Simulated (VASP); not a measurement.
Wanted: the native input for a VASP 6.6.1 run.

```
Task                   : single point
Functional             : LDA
Potentials or basis    : VASP PAW LDA potentials, release 64 (Hf_pv, B)
Cutoff                 : 520 eV
k mesh                 : 15 × 15 × 15
Occupations            : fermi-dirac, width 0.05 eV
Spin                   : no spin polarisation
Dipole correction      : no
Further INCAR settings : ALGO = Normal; EDIFF = 1e-06; NBANDS = 14
```

The structure of HfB lies in POSCAR:

```
HfB
1.0
    0.0000000000      2.3331000000      2.3100000000
    2.3331000000      0.0000000000      2.3100000000
    2.3331000000      2.3331000000      0.0000000000
Hf B
1 1
Direct
    0.5000000000      0.5000000000      0.5000000000
    0.0000000000      0.0000000000      0.0000000000
```

This cell differs from its parent crystal: equal xx and yy strain of +1 %.

These files were run (other wordings do the same):

INCAR

```
SYSTEM = HfB
  PREC = Accurate
  ENCUT = 520
  EDIFF = 1E-6
  ISMEAR = -1
  SIGMA = 0.05
  LREAL = .False.
  LASPH = .True.
  NELM = 60
  ALGO = Normal
  ISIF = 2
  LWAVE = .False.
  LCHARG = .True.
  LELF = .True.
  LVHAR = .True.
  NBANDS = 14
```

KPOINTS

```
regular mesh
0
Gamma
  15 15 15
  0 0 0
```

Potentials or basis: VASP PAW LDA potentials, release 64 (Hf_pv, B).

Run with:

```bash
$ cat potpaw_LDA.64/Hf_pv/POTCAR potpaw_LDA.64/B/POTCAR > POTCAR
$ mpirun -np 1 vasp_std > vasp.out
```

Results of the run:

```json
{
  "Pressure": "14.9 GPa",
  "Band gap on the k mesh": "zero (an odd number of electrons rules out a gap without spin polarisation)"
}
```

Caveat: the cell differs from its parent crystal (equal xx and yy strain of +1 %); the cell stands under pressure; spin-orbit coupling is left out, which moves the levels of the heavy elements.

Run time: 38 s on 1 thread of AMD EPYC 9R45 96-Core Processor (Zen 5) (shared host), peak memory 0.19 GiB.
